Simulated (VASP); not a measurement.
Write the native input for VASP 6.6.1 that does the following.

* Task: single point
* Functional: PBE
* Potentials or basis: VASP PAW PBE potentials, release 64 (Al, N)
* Cutoff: 520 eV
* k mesh: 6 × 6 × 6
* Occupations: gaussian, width 0.02 eV
* Spin: no spin polarisation
* Dipole correction: no
* Further INCAR settings: LREAL = Auto; ALGO = Normal; EDIFF = 1e-07; NBANDS = 46

The structure of AlN lies in POSCAR:

```
AlN
1.0
    0.0000000000      0.0000000000     -5.0180433218
    3.1302084199     -5.4216800216      0.0000000000
   -6.2604168398      0.0000000000      0.0000000000
Al N
8 8
Direct
    0.5007657741      0.3333333333      0.1666666667
    0.5007657741      0.8333333333      0.1666666667
    0.5007657741      0.3333333333      0.6666666667
    0.5007657741      0.8333333333      0.6666666667
    0.0007657741      0.1666666667      0.3333333333
    0.0007657741      0.6666666667      0.3333333333
    0.0007657741      0.1666666667      0.8333333333
    0.0007657741      0.6666666667      0.8333333333
    0.1192342259      0.3333333333      0.1666666667
    0.1192342259      0.8333333333      0.1666666667
    0.1192342259      0.3333333333      0.6666666667
    0.1192342259      0.8333333333      0.6666666667
    0.6192342259      0.1666666667      0.3333333333
    0.6192342259      0.6666666667      0.3333333333
    0.6192342259      0.1666666667      0.8333333333
    0.6192342259      0.6666666667      0.8333333333
```

These files were run (other wordings do the same):

INCAR

```
PREC = Accurate
ENCUT = 520
EDIFF = 1E-7
ISMEAR = 0
SIGMA = 0.02
LREAL = Auto
LASPH = True
NELM = 100
ALGO = Normal
ISIF = 2
LWAVE = False
LCHARG = False
GGA = PE
NBANDS = 46
```

KPOINTS

```
Automatic mesh
0
Gamma
  6 6 6
```

Potentials or basis: VASP PAW PBE potentials, release 64 (Al, N).

The run is started by

```sh
$ cat potpaw_PBE.64/Al/POTCAR potpaw_PBE.64/N/POTCAR > POTCAR
$ mpirun -np 1 vasp_std > vasp.out
```

It gave:

```
Pressure               : -0.3 GPa
Largest force          : 0.003 eV/Å
Band gap on the k mesh : 4.04 eV
```

Wall time 6.5 min on 1 thread of Oxide Virtual Turin-like Processor, with other jobs on the host, peak memory 0.33 GiB.
